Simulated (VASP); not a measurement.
Set up this calculation in VASP 6.6.1, as the native input.

| Quantity | Value |
| --- | --- |
| Task | single point |
| Functional | PBEsol |
| Potentials or basis | VASP PAW PBE potentials, release 64 (Cu, S) |
| Cutoff | 520 eV |
| k mesh | 7 × 7 × 7 |
| Occupations | gaussian, width 0.15 eV |
| Spin | no spin polarisation |
| Dipole correction | no |
| Further INCAR settings | ALGO = Normal; EDIFF = 1e-07; NBANDS = 16 |

The structure of CuS lies in POSCAR:

```
CuS
1.0
    0.0000000000      2.5800301100      2.5800301100
    2.5800301100      0.0000000000      2.5800301100
    2.5800301100      2.5800301100      0.0000000000
Cu S
1 1
Direct
    0.2500000010      0.2500000010      0.2500000010
    0.0000000000      0.0000000000      0.0000000000
```

One way to write it, as run:

INCAR

```
PREC = Accurate
ENCUT = 520
EDIFF = 1E-7
ISMEAR = 0
SIGMA = 0.15
LREAL = False
LASPH = True
NELM = 60
ALGO = Normal
ISIF = 2
LWAVE = False
LCHARG = False
GGA = PS
NBANDS = 16
```

KPOINTS

```
regular mesh
0
Gamma
  7 7 7
```

Potentials or basis: VASP PAW PBE potentials, release 64 (Cu, S).

Command:

```sh
$ cat potpaw_PBE.64/Cu/POTCAR potpaw_PBE.64/S/POTCAR > POTCAR
$ mpirun -np 1 vasp_std > vasp.out
```

Results of the run:

```yaml
Pressure: -1.7 GPa
```

Caveat: the PAW data sets were made with another functional, which shifts forces and pressure a little.

Wall time 21 s on 1 thread of Intel(R) Xeon(R) Platinum 8259CL CPU @ 2.50GHz (Skylake/Cascade Lake), on a shared host, peak memory 0.15 GiB.
